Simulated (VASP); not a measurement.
Crystal: GaSb (CsCl type).

```
Ga Sb
1.0
     3.14264    0.00000    0.00000
     0.00000    3.14264    0.00000
     0.00000    0.00000    3.14264
Ga Sb
1 1
Direct
  0.00000 0.00000 0.00000
  0.50000 0.50000 0.50000
```

```yaml
Program: VASP 6.6.1
Task: relaxation of cell and atoms
Functional: PBE
Potentials_or_basis: VASP PAW PBE potentials, release 64 (Ga_d, Sb)
Cutoff: 600 eV
k_mesh: 13 × 13 × 13
Occupations: fermi-dirac, width 0.1 eV
Spin: no spin polarisation
```

At the start: pressure 57.8 GPa; volume 15.52 Å³/atom.

Question: Where does the relaxation end?

Answer: Over 9 steps the energy falls by 960.3 meV/atom and the volume is 23.54 Å³/atom (+51.7 %); space group Pm-3m (No. 221, to 0.05 Å).

Step by step:
```
step  energy change (eV)  largest force (eV/Å)  pressure (GPa)  volume (Å³)
   1              0.0000                0.0000           57.77        31.04
   2             -1.4188                0.0000           -7.30        63.57
   3             -1.9202                0.0000            0.59        46.72
   4             -1.9199                0.0000           -0.50        47.57
   5             -1.9206                0.0000           -0.15        47.18
   6             -1.9207                0.0000            0.03        47.04
   7             -1.9207                0.0000           -0.05        47.10
   8             -1.9207                0.0000            0.04        47.06
   9             -1.9207                0.0000           -0.03        47.08
```

Final structure:
```
Ga Sb
1.0
     3.61085    0.00000    0.00000
     0.00000    3.61085    0.00000
     0.00000    0.00000    3.61085
Ga Sb
1 1
Cartesian
  0.0000 0.0000 3.6108
  1.8054 1.8054 1.8054
```

Caveat: the volume moved by over 15 % at a fixed basis, so the end points are rough.
